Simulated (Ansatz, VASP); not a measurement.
One calculation of BaHfO3, two programs

INCAR

```
SYSTEM = BaHfO3
ALGO = Normal ; EDIFF = 1E-6
ENCUT = 520 ; GGA = PE
ISIF = 2 ; ISMEAR = 0
LASPH = .True. ; LCHARG = .False.
LREAL = .False. ; LWAVE = .False.
NBANDS = 27 ; NELM = 80
PREC = Accurate ; SIGMA = 0.01
```

The input KPOINTS:

```
k-points
0
Gamma
  4 4 4
  0 0 0
```

File POSCAR:

```
BaHfO3
1.0
    4.1695700000      0.0000000000      0.0000000000
    0.0000000000      4.1695700000      0.0000000000
    0.0000000000      0.0000000000      4.1703800000
Ba Hf O
1 1 3
Direct
    0.4801772420      0.5131594171      1.0147484921
   -0.0200125073      0.0134460918      0.5150046254
   -0.0197098320      0.5136298325      0.5153658140
    0.4799324394      0.0138823634      0.5149335523
   -0.0205937826      0.0137611171      1.0149938450
```

Input for Ansatz:

```yaml
crystal:
  lattice:
    - [4.16957, 0.0, 0.0]
    - [0.0, 4.16957, 0.0]
    - [0.0, 0.0, 4.17038]
  atoms:
    - { symbol: Ba, position: [0.4801772419713504, 0.5131594171301711, 1.0147484921423984] }
    - { symbol: Hf, position: [-0.0200125073293999, 0.01344609176020901, 0.5150046254178] }
    - { symbol: O, position: [-0.019709831951166004, 0.5136298324729642, 0.5153658140347033] }
    - { symbol: O, position: [0.4799324393943473, 0.013882363448966177, 0.5149335523468255] }
    - { symbol: O, position: [-0.020593782596945026, 0.01376111713241215, 1.0149938449788614] }
basis:
  ecutwfc: 489.804952427784
kpoints:
  mp_grid:
    grid: [4, 4, 4]
hamiltonian:
  xc: pbe
  pseudopotentials:
    kind: paw
scf:
  occupations:
    method: fixed
output:
  forces: true
```

Alike in both runs: task single point; functional PBE; k mesh 4 × 4 × 4; no spin polarisation.

|  | VASP | Ansatz |
| --- | --- | --- |
| version | VASP 6.6.1 | Ansatz 0.2.0 |
| potentials or method | VASP PAW PBE potentials, release 64 (Ba_sv, Hf_pv, O), cutoff 520 eV | plane waves, PAW |
| occupations | gaussian, width 0.01 eV | fixed |
| valence electrons in the cell | 38 | 54 |

|  | VASP | Ansatz | Ansatz less VASP |
| --- | --- | --- | --- |
| rms of the force components (eV/Å) | 0.003 | 0.003 | -0.0005 |

Atom by atom the forces differ by 0.001 eV/Å (rms over components). VASP's potentials hold 38 valence electrons a cell and Ansatz's 54, so a difference there can come from the potentials and not from the codes.

Spin-orbit coupling is off throughout.
